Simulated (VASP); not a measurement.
Wanted: the native input for a VASP 6.6.1 run.

| Item | Value |
| --- | --- |
| Task | single point |
| Functional | PBE |
| Potentials or basis | VASP PAW PBE potentials, release 64 (Mo_sv, S) |
| Cutoff | 520 eV |
| k mesh | 4 × 4 × 4 |
| Occupations | gaussian, width 0.01 eV |
| Spin | no spin polarisation |
| Dipole correction | no |
| Further INCAR settings | ALGO = Normal; EDIFF = 1e-06; NBANDS = 20 |

The structure of MoS2 lies in POSCAR:

```
MoS2
1.0
    1.6388379429      0.9461835275      6.3938687714
   -1.6388379429      0.9461835275      6.3938687714
    0.0000000000     -1.8923670550      6.3938687714
Mo S
1 2
Direct
    0.0000965174      0.0000965174      0.0000965174
    0.2497906776      0.2497906776      0.2497906776
    0.4171128050      0.4171128050      0.4171128050
```

This cell differs from its parent crystal: volume changed by +10%.

These files were run (other wordings do the same):

INCAR

```
PREC = Accurate
ENCUT = 520
EDIFF = 1E-6
ISMEAR = 0
SIGMA = 0.01
LREAL = False
LASPH = True
NELM = 100
ALGO = Normal
ISIF = 2
LWAVE = False
LCHARG = True
GGA = PE
LELF = True
LVHAR = True
NBANDS = 20
```

KPOINTS

```
regular mesh
0
Gamma
  4 4 4
```

Potentials or basis: VASP PAW PBE potentials, release 64 (Mo_sv, S).

Command:

```bash
$ cat potpaw_PBE.64/Mo_sv/POTCAR potpaw_PBE.64/S/POTCAR > POTCAR
$ mpirun -np 1 vasp_std > vasp.out
```

Results of the run:

- Pressure: -9.7 GPa
- Largest force: 1.261 eV/Å
- Band gap on the k mesh: 1.22 eV, indirect (least direct gap 1.98 eV)

Caveat: the k points lie up to 0.56 Å⁻¹ apart; forces of over 1 eV/Å act on the atoms, so gaps and moduli don't describe the material at rest.

Run time: 44 s on 1 thread of Intel(R) Xeon(R) Platinum 8488C (Sapphire Rapids), on a shared host, peak memory 0.33 GiB.
